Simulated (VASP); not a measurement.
A run of VASP 6.6.1 is set up as follows.

Contents of POSCAR:

```
CsPbBr3
1.0
    5.8700000000      0.0000000000      0.0000000000
    0.0000000000      5.8700000000      0.0000000000
    0.0000000000      0.0000000000      5.8700000000
Pb Cs Br
1 1 3
Direct
    0.5000000000      0.5000000000      0.5000000000
    0.0000000000      0.0000000000      0.0000000000
    0.5000000000      0.5000000000      0.0000000000
    0.5000000000      0.0000000000      0.5000000000
    0.0000000000      0.5000000000      0.5000000000
```

File INCAR.step1:

```
SYSTEM = CsPbBr3
ALGO     = Normal         ! electronic algorithm
EDIFF    = 1E-4           ! SCF threshold, eV
ENCUT    = 600            ! plane-wave cutoff, eV
GGA      = PE             ! functional
ISMEAR   = -1             ! smearing method
LASPH    = .True.         ! aspherical terms in the spheres
LCHARG   = .False.        ! write CHGCAR
LREAL    = .False.        ! projectors in reciprocal space
LWAVE    = .True.         ! write WAVECAR
NELM     = 60             ! most SCF steps
PREC     = Accurate       ! precision mode
SIGMA    = 0.05           ! smearing width, eV
```

INCAR.step2

```
SYSTEM = CsPbBr3
ALGO     = Normal         ! electronic algorithm
EDIFF    = 1E-6           ! SCF threshold, eV
EDIFFG   = -0.01          ! ionic threshold
ENCUT    = 600            ! plane-wave cutoff, eV
IBRION   = 2              ! ionic algorithm
ISIF     = 3              ! what is computed and relaxed
ISMEAR   = -1             ! smearing method
ISTART   = 1            
LASPH    = .True.         ! aspherical terms in the spheres
LCHARG   = .False.        ! write CHGCAR
LMIXTAU  = .True.       
LREAL    = .False.        ! projectors in reciprocal space
LWAVE    = .False.        ! write WAVECAR
METAGGA  = R2SCAN         ! meta-GGA
NELM     = 60             ! most SCF steps
NSW      = 60             ! ionic steps
PREC     = Accurate       ! precision mode
SIGMA    = 0.05           ! smearing width, eV
```

File KPOINTS:

```
k-points
0
Gamma
  5 5 5
  0 0 0
```

Potentials or basis: VASP PAW PBE potentials, release 64 (Pb_d, Cs_sv, Br).

The run is started by

```bash
$ cat potpaw_PBE.64/Pb_d/POTCAR potpaw_PBE.64/Cs_sv/POTCAR potpaw_PBE.64/Br/POTCAR > POTCAR
$ cp INCAR.step1 INCAR
$ mpirun -np 1 vasp_std > vasp.out
$ cp INCAR.step2 INCAR
$ mpirun -np 1 vasp_std > vasp.out
```

Problem. Predict the relaxed volume.

Solution. 41.81 Å³/atom.

Problem. What does it give for the space group after relaxing (to 0.1 Å)?

Solution. Pm-3m (No. 221).

The path:
| step | energy change (eV) | largest force (eV/Å) | pressure (GPa) | volume (Å³) |
| --- | --- | --- | --- | --- |
| 1 | 0.0000 | 0.0000 | 0.75 | 202.26 |
| 2 | -0.0148 | 0.0000 | 0.12 | 207.85 |
| 3 | -0.0152 | 0.0000 | 0.00 | 209.03 |

Caveat: the PAW data sets were made with another functional, which shifts forces and pressure a little. Zero-point motion and thermal expansion aren't in these numbers.
